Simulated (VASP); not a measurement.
A run of VASP 6.6.1 is set up as follows.

INCAR

```
SYSTEM = NbSb
PREC = Accurate ; ENCUT = 520
EDIFF = 1E-6 ; ISMEAR = 0
SIGMA = 0.05 ; LREAL = .False.
LASPH = .True. ; NELM = 80
ALGO = Normal ; ISIF = 2
LWAVE = .False. ; LCHARG = .False.
GGA = PE ; NBANDS = 16
```

KPOINTS

```
Automatic mesh
0
Gamma
  6 6 6
  0 0 0
```

POSCAR

```
NbSb
1.0
    0.0000000000      2.8903843233      2.8903843233
    2.8903843233      0.0000000000      2.8903843233
    2.8903843233      2.8903843233      0.0000000000
Nb Sb
1 1
Direct
    0.0000000000      0.0000000000      0.0000000000
    0.2500000000      0.2500000000      0.2500000000
```

Potentials or basis: VASP PAW PBE potentials, release 64 (Nb_sv, Sb).

Command:

```sh
$ cat potpaw_PBE.64/Nb_sv/POTCAR potpaw_PBE.64/Sb/POTCAR > POTCAR
$ mpirun -np 1 vasp_std > vasp.out
```

(1) Estimate the pressure.

(2) Predict the band gap on the k mesh.

## Answers

(1) 29.3 GPa.

(2) zero (bands 9 and 10 overlap by 0.44 eV).

Caveat: the cell stands under pressure; spin-orbit coupling is left out, which moves the levels of the heavy elements.
